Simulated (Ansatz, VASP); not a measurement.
**One calculation of Pd, two programs**

```xyz
1
Lattice="-1.5723 1.5723 1.5723 1.5723 -1.5723 1.5723 1.5723 1.5723 -1.5723" Properties=species:S:1:pos:R:3 pbc="T T T"
Pd    0.0000    0.0000    0.0000
```

Alike in both runs: functional PBE; k mesh 9 × 9 × 9; occupations fermi-dirac, width 0.05 eV; non-collinear spin, spin-orbit coupling.

```csv
,VASP,Ansatz
version,VASP 6.6.1,Ansatz 0.2.0
potentials or method,"VASP PAW PBE potentials, release 64 (Pd)",Ansatz PAW
plane-wave cutoff (eV),520,420
valence electrons in the cell,10,18
task,single point,band structure
```

```tsv
	VASP	Ansatz	Ansatz less VASP
pressure (GPa)	-1.5	-1.2	+0.28
net moment per atom (μB)	0.00	0.00	0.000
```

The functional is the same, so the differences come from potentials, cutoffs and numerics. VASP's potentials hold 10 valence electrons a cell and Ansatz's 18, so a difference there can come from the potentials and not from the codes.
